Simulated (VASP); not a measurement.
# GaN in VASP: single point with PBEsol

Aim: the single point of GaN with PBEsol.

Program: VASP 6.6.1. These are calculated values, not measurements. Logs are shortened: lines on timing, memory, paths and dates and some standing lists are left out, and cuts for length are marked.

## Step 1: The cell of the first run

The cell holds a slab with vacuum, 6 atoms: a = 3.181 Å, b = 3.181 Å, c = 22.843 Å, α = 90.00°, β = 90.00°, γ = 120.00°.

## Step 2: Single point, PBEsol

INCAR

```
SYSTEM = GaN
ALGO     = Normal         ! electronic algorithm
DIPOL    = 0.5 0.5 0.499
EDIFF    = 1E-6           ! SCF threshold, eV
ENCUT    = 520            ! plane-wave cutoff, eV
GGA      = PS             ! functional
IDIPOL   = 3            
ISIF     = 2              ! what is computed and relaxed
ISMEAR   = 0              ! smearing method
LASPH    = .TRUE.         ! aspherical terms in the spheres
LCHARG   = .FALSE.        ! write CHGCAR
LDIPOL   = .TRUE.       
LREAL    = .FALSE.        ! projectors in reciprocal space
LWAVE    = .FALSE.        ! write WAVECAR
NBANDS   = 36             ! bands
NELM     = 100            ! most SCF steps
PREC     = Accurate       ! precision mode
SIGMA    = 0.05           ! smearing width, eV
```

KPOINTS

```
k-points
0
G
  9 9 1
  0 0 0
```

POSCAR

```
GaN
1.0
    3.1807290382      0.0000000000      0.0000000000
   -1.5903645191      2.7545921496      0.0000000000
    0.0000000000      0.0000000000     22.8433723653
N Ga
3 3
Direct
    0.0000000000      0.0000000000      0.3720991745
    0.3333333333      0.6666666667      0.4857887972
    0.6666666667      0.3333333333      0.6017390302
    0.3333333333      0.6666666667      0.4005215802
    0.6666666667      0.3333333333      0.5092970222
    0.0000000000      0.0000000000      0.6248988610
```

Potentials or basis: VASP PAW PBE potentials, release 64 (N, Ga_d).

Command:

```sh
$ cat potpaw_PBE.64/N/POTCAR potpaw_PBE.64/Ga_d/POTCAR > POTCAR
$ mpirun -np 1 vasp_std > vasp.out
```

OUTCAR:

```text
SYSTEM = GaN
   EDIFF = 1E-6
   ENCUT = 520
   GGA = PS
   ISIF = 2
   ISMEAR = 0
   LASPH = .TRUE.
   LREAL = .FALSE.
   NELM = 100
   PREC = Accurate

 ion  position               nearest neighbor table
   1  0.000  0.000  0.372-   4 1.95   4 1.95   4 1.95
   2  0.333  0.667  0.486-   5 1.91   5 1.91   5 1.91   4 1.95
   3  0.667  0.333  0.602-   6 1.91   6 1.91   6 1.91   5 2.11
   4  0.333  0.667  0.401-   2 1.95   1 1.95   1 1.95   1 1.95
   5  0.667  0.333  0.509-   2 1.91   2 1.91   2 1.91   3 2.11
   6  0.000  0.000  0.625-   3 1.91   3 1.91   3 1.91

  LATTYP: Found a hexagonal cell.
 ALAT       =     3.1807290382
 C/A-ratio  =     7.1818039484

  Lattice vectors:

 A1 = (   3.1807290382,   0.0000000000,   0.0000000000)
 A2 = (  -1.5903645191,   2.7545921496,   0.0000000000)
 A3 = (   0.0000000000,   0.0000000000,  22.8433723653)

Analysis of symmetry for initial positions (statically):
=====================================================================
 Subroutine PRICEL returns:
 Original cell was already a primitive cell.

 Routine SETGRP: Setting up the symmetry group for a
 hexagonal supercell.

 Subroutine GETGRP returns: Found  6 space group operations
 (whereof  6 operations were pure point group operations)
 out of a pool of 24 trial point group operations.

The static configuration has the point symmetry C_3v.

Analysis of symmetry for dynamics (positions and initial velocities):
=====================================================================
 Subroutine PRICEL returns:
 Original cell was already a primitive cell.

 Routine SETGRP: Setting up the symmetry group for a
 hexagonal supercell.

 Subroutine GETGRP returns: Found  6 space group operations
 (whereof  6 operations were pure point group operations)
 out of a pool of 24 trial point group operations.

The dynamic configuration has the point symmetry C_3v.

 Subroutine INISYM returns: Found  6 space group operations
 (whereof  6 operations are pure point group operations),
 and found     1 'primitive' translations

----------------------------------------------------------------------------------------

                                     Primitive cell

  volume of cell :     200.1447

  direct lattice vectors                    reciprocal lattice vectors
     3.180729038  0.000000000  0.000000000     0.314393332  0.181515075  0.000000000
    -1.590364519  2.754592150  0.000000000     0.000000000  0.363030150  0.000000000
     0.000000000  0.000000000 22.843372365     0.000000000  0.000000000  0.043776373

  length of vectors
     3.180729038  3.180729038 22.843372365     0.363030150  0.363030150  0.043776373

  position of ions in fractional coordinates (direct lattice)
     0.000000000  0.000000000  0.372099175
     0.333333333  0.666666667  0.485788797
     0.666666667  0.333333333  0.601739030
     0.333333333  0.666666667  0.400521580
     0.666666667  0.333333333  0.509297022
     0.000000000  0.000000000  0.624898861

  ion indices of the primitive-cell ions
   primitive index   ion index
                 1           1
                 2           2
                 3           3
                 4           4
                 5           5
                 6           6

----------------------------------------------------------------------------------------

 KPOINTS: k-points

Automatic generation of k-mesh.
 Grid dimensions read from file:
 generate k-points for:    9    9    1

 Generating k-lattice:

  Cartesian coordinates                     Fractional coordinates (reciprocal lattice)
     0.034932592  0.020168342  0.000000000     0.111111111  0.000000000  0.000000000
     0.000000000  0.040336683  0.000000000     0.000000000  0.111111111  0.000000000
     0.000000000  0.000000000  0.043776373     0.000000000  0.000000000  1.000000000

  Length of vectors
     0.040336683  0.040336683  0.043776373

  Shift w.r.t. Gamma in fractional coordinates (k-lattice)
     0.000000000  0.000000000  0.000000000

 Subroutine IBZKPT returns following result:
 ===========================================

 Found     12 irreducible k-points:

 Following reciprocal coordinates:
            Coordinates               Weight
  0.000000  0.000000  0.000000      1.000000
  0.111111  0.000000  0.000000      6.000000
  0.222222 -0.000000  0.000000      6.000000
  0.333333  0.000000  0.000000      6.000000
  0.444444 -0.000000  0.000000      6.000000
  0.111111  0.111111  0.000000      6.000000
  0.222222  0.111111  0.000000     12.000000
  0.333333  0.111111  0.000000     12.000000
  0.444444  0.111111  0.000000      6.000000
  0.222222  0.222222  0.000000      6.000000
  0.333333  0.222222  0.000000     12.000000
  0.333333  0.333333  0.000000      2.000000
   k-points           NKPTS =     12   k-points in BZ     NKDIM =     12   number of bands    NBANDS=     36
   number of dos      NEDOS =    301   number of ions     NIONS =      6
   total plane-waves  NPLWV = 103680
   dimension x,y,z NGX =    24 NGY =   24 NGZ =  180
   dimension x,y,z NGXF=    48 NGYF=   48 NGZF=  360
   ions per type =               3   3
   NGX,Y,Z   is equivalent  to a cutoff of  12.54, 12.54, 13.10 a.u.
   NGXF,Y,Z  is equivalent  to a cutoff of  25.09, 25.09, 26.20 a.u.
 SYSTEM =  GaN
   PREC   = accura    normal or accurate (medium, high low for compatibility)
   ISTART =      0    job   : 0-new  1-cont  2-samecut
   ICHARG =      2    charge: 1-file 2-atom 10-const
   ISPIN  =      1    spin polarized calculation?
   LNONCOLLINEAR =      F non collinear calculations
   LSORBIT =      F    spin-orbit coupling
   LASPH  =      T    aspherical Exc in radial PAW
   ENCUT  =  520.0 eV  38.22 Ry    6.18 a.u.   5.91  5.91 42.47*2*pi/ulx,y,z
   NELM   =    100;   NELMIN=  2; NELMDL= -5     # of ELM steps
   EDIFF  = 0.1E-05   stopping-criterion for ELM
   LREAL  =      F    real-space projection
   EDIFFG = 0.1E-04   stopping-criterion for IOM
   NSW    =      0    number of steps for IOM
   IBRION =     -1    ionic relax: 0-MD 1-quasi-New 2-CG
   NFREE  =      0    steps in history (QN), initial steepest desc. (CG)
   ISIF   =      2    stress and relaxation
   ISYM   =      2    0-nonsym 1-usesym 2-fastsym
   POTIM  = 0.5000    time-step for ionic-motion
   TEBEG  =    0.0;   TEEND  =   0.0 temperature during run
   PSTRESS=    0.0 pullay stress
   NELECT =      54.0000    total number of electrons
   NUPDOWN=      -1.0000    fix difference up-down
   EMIN   =  10.00;   EMAX   =-10.00  energy-range for DOS
   EFERMI =   0.00;   METHOD = LEGACY
   ISMEAR =     0;   SIGMA  =   0.05  broadening in eV -4-tet -1-fermi 0-gaus
   EFERMI_NEDOS =   21; number of points for ismear=-14 and -15
   IALGO  =     38    algorithm
   IMIX   =      4    mixing-type and parameters
     AMIX     =   0.40;   BMIX     =  1.00
     AMIX_MAG =   1.60;   BMIX_MAG =  1.00
  volume/ion in A,a.u.               =      33.36       225.11
  Fermi-wavevector in a.u.,A,eV,Ry     =   1.057851  1.999049 15.225595  1.119050
  Thomas-Fermi vector in A             =   2.193139
   LORBIT       =      0    0 simple, 1 ext, 2 COOP (PROOUT), +10 PAW based schemes
   GGA     = PS    functional components
   LHFCALC =     F    Hartree Fock is set to
   AEXX    =    0.0000 exact exchange contribution
   IVDW    =     0    specifies the selected vdW correction
   LEPSILON=     F    determine dielectric tensor
   LRPA    =     F    only Hartree local field effects (RPA)
 non-spin polarized calculation
 Gauss-broadening in eV      SIGMA  =   0.05
  energy-cutoff  :      520.00
  volume of cell :      200.14
 maximum number of plane-waves:      5420
 NGX is ok and might be reduce to    24
   NGX = 11   NGY = 11   NGZ = 85

 dipolmoment           0.000000      0.000000      0.030387 electrons x Angstroem

 number of electron      54.0000010 magnetization

 dipolmoment           0.000000      0.000000     -0.201575 electrons x Angstroem

 Free energy of the ion-electron system (eV)
  ---------------------------------------------------
  ext. energy  EPLUGINS =         0.00000000
  ---------------------------------------------------
  free energy    TOTEN  =       -35.93051533 eV

  energy without entropy =      -35.92278178  energy(sigma->0) =      -35.92664856

 E-fermi :  -1.5541     XC(G=0):  -4.8204

 val. band max:       -1.5587997937   @ k =   0.2222  -0.0000   0.0000
 cond. band min:      -1.5172972307   @ k =   0.1111   0.1111   0.0000
 fundamental gap:      0.0415025630
 Fermi energy:        -1.5541365456

 k-point     1 :       0.0000    0.0000    0.0000
  band No.  band energies     occupation
      1     -19.5111      2.00000
      2     -18.6774      2.00000
      3     -17.5261      2.00000
      4     -17.5261      2.00000
      5     -17.2977      2.00000
      6     -17.2977      2.00000
[... 28 lines left out ...]
     35       5.7492      0.00000
     36       6.1629      0.00000

 k-point     2 :       0.1111    0.0000    0.0000
  band No.  band energies     occupation
      1     -19.4199      2.00000
      2     -18.5966      2.00000
      3     -17.5301      2.00000
      4     -17.5054      2.00000
      5     -17.3132      2.00000
      6     -17.2937      2.00000
[... 28 lines left out ...]
     35       5.5970      0.00000
     36       5.8739      0.00000

 k-point     3 :       0.2222   -0.0000    0.0000
  band No.  band energies     occupation
      1     -19.2121      2.00000
      2     -18.4068      2.00000
      3     -17.5171      2.00000
      4     -17.4612      2.00000
      5     -17.3393      2.00000
      6     -17.2740      2.00000
[... 28 lines left out ...]
     35       5.1793      0.00000
     36       5.9221      0.00000
[... 274 lines left out ...]
 k-point    11 :       0.3333    0.2222    0.0000
  band No.  band energies     occupation
      1     -18.9095      2.00000
      2     -18.1032      2.00000
      3     -17.4566      2.00000
      4     -17.4309      2.00000
      5     -17.3493      2.00000
      6     -17.2258      2.00000
[... 28 lines left out ...]
     35       6.3655      0.00000
     36       6.8034      0.00000

 k-point    12 :       0.3333    0.3333    0.0000
  band No.  band energies     occupation
      1     -18.8901      2.00000
      2     -18.0826      2.00000
      3     -17.4593      2.00000
      4     -17.4110      2.00000
      5     -17.3546      2.00000
      6     -17.2389      2.00000
[... 28 lines left out ...]
     35       6.8564      0.00000
     36       7.4075      0.00000

------------------------ aborting loop because EDIFF is reached ----------------------------------------

 vacuum level on the upper side and lower side of the slab       (xc-potential included)        -2.204         1.847

  FORCE on cell =-STRESS in cart. coord.  units (eV):
  Direction    XX          YY          ZZ          XY          YZ          ZX
  --------------------------------------------------------------------------------------
  -------------------------------------------------------------------------------------
  Total       -0.2909733     -0.2909733      1.5573492      0.0000000     -0.0000000      0.0000000
  in kB       -2.3292686     -2.3292686     12.4667251      0.0000000     -0.0000000      0.0000000
  external PRESSURE =       2.6027293 kB  Pullay stress =       0.0000000 kB

 VOLUME and BASIS-vectors are now :
 -----------------------------------------------------------------------------
  energy-cutoff  :      520.00
  volume of cell :      200.14
      direct lattice vectors                 reciprocal lattice vectors
     3.180729038  0.000000000  0.000000000     0.314393332  0.181515075  0.000000000
    -1.590364519  2.754592150  0.000000000     0.000000000  0.363030150  0.000000000
     0.000000000  0.000000000 22.843372365     0.000000000  0.000000000  0.043776373

 POSITION                                       TOTAL-FORCE (eV/Angst)
 -----------------------------------------------------------------------------------
      0.00000      0.00000      8.50000        -0.000000     -0.000000      1.774048
     -0.00000      1.83639     11.09705         0.000000     -0.000000      1.419572
      1.59036      0.91820     13.74575        -0.000000     -0.000000      0.011063
     -0.00000      1.83639      9.14926        -0.000000     -0.000000     -3.193102
      1.59036      0.91820     11.63406         0.000000      0.000000      0.006733
      0.00000      0.00000     14.27480         0.000000      0.000000     -0.018314
 -----------------------------------------------------------------------------------
    total drift:                                0.000001     -0.000002     -0.002325

  FREE ENERGIE OF THE ION-ELECTRON SYSTEM (eV)
  ---------------------------------------------------
  free  energy   TOTEN  =       -35.9305153303 eV

  energy  without entropy=      -35.9227817814  energy(sigma->0) =      -35.92664856

 vacuum level on the upper side and lower side of the slab         1.916         6.063
```

Run time: 4.3 min. Hardware: 1 thread of Intel Xeon 8259CL, shared host; peak memory 0.33 GiB.

Results:

| Item | Value |
| --- | --- |
| Free energy | -35.9305 eV |
| Largest force | 3.193 eV/Å |
| Band gap on the k mesh | zero (bands 27 and 28 overlap by 0.41 eV) |

Forces in eV/Å, atoms in the order of the input:
```
N    0.000  0.000  1.774
N    0.000  0.000  1.420
N    0.000  0.000  0.011
Ga   0.000  0.000 -3.193
Ga   0.000  0.000  0.007
Ga   0.000  0.000 -0.018
```

Caveat: the PAW data sets were made with another functional, which shifts forces and pressure a little.

The gap in the log of VASP goes by the Fermi energy; the results here count the filled bands.